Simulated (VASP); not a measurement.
Here is a VASP 6.6.1 calculation.

Contents of INCAR:

```
PREC     = Accurate       # precision mode
ENCUT    = 520            # plane-wave cutoff, eV
EDIFF    = 1E-7           # SCF threshold, eV
ISMEAR   = -1             # smearing method
SIGMA    = 0.08           # smearing width, eV
LREAL    = False          # projectors in reciprocal space
LASPH    = True           # aspherical terms in the spheres
NELM     = 60             # most SCF steps
ALGO     = Normal         # electronic algorithm
ISIF     = 2              # what is computed and relaxed
LWAVE    = False          # write WAVECAR
LCHARG   = False          # write CHGCAR
LDIPOL   = True         
IDIPOL   = 3            
DIPOL    = 0.5 0.5 0.500
GGA      = PE             # functional
NBANDS   = 14             # bands
```

File KPOINTS:

```
regular mesh
0
Gamma
  14 14 1
```

File POSCAR:

```
Al
1.0
    2.8574853682      0.0000000000      0.0000000000
    0.0000000000      2.8574853682      0.0000000000
    0.0000000000      0.0000000000     22.0616000000
Al
4
Direct
    0.2500000000      0.2500000000      0.3585740837
    0.7500000000      0.7500000000      0.4524951929
    0.2500000000      0.2500000000      0.5475048064
    0.7500000000      0.7500000000      0.6414259164
```

Potentials or basis: VASP PAW PBE potentials, release 64 (Al).

Run with:

```console
$ cat potpaw_PBE.64/Al/POTCAR > POTCAR
$ mpirun -np 1 vasp_std > vasp.out
```

Predict the largest force.

0.004 eV/Å.

Predict the band gap on the k mesh.

zero (band 6 reaches 2.19 eV, above the bottom of band 7 at -0.79 eV).

Forces on the atoms (eV/Å):
```
Al   0.000  0.000  0.001
Al   0.000  0.000  0.004
Al   0.000  0.000 -0.004
Al   0.000  0.000 -0.001
```
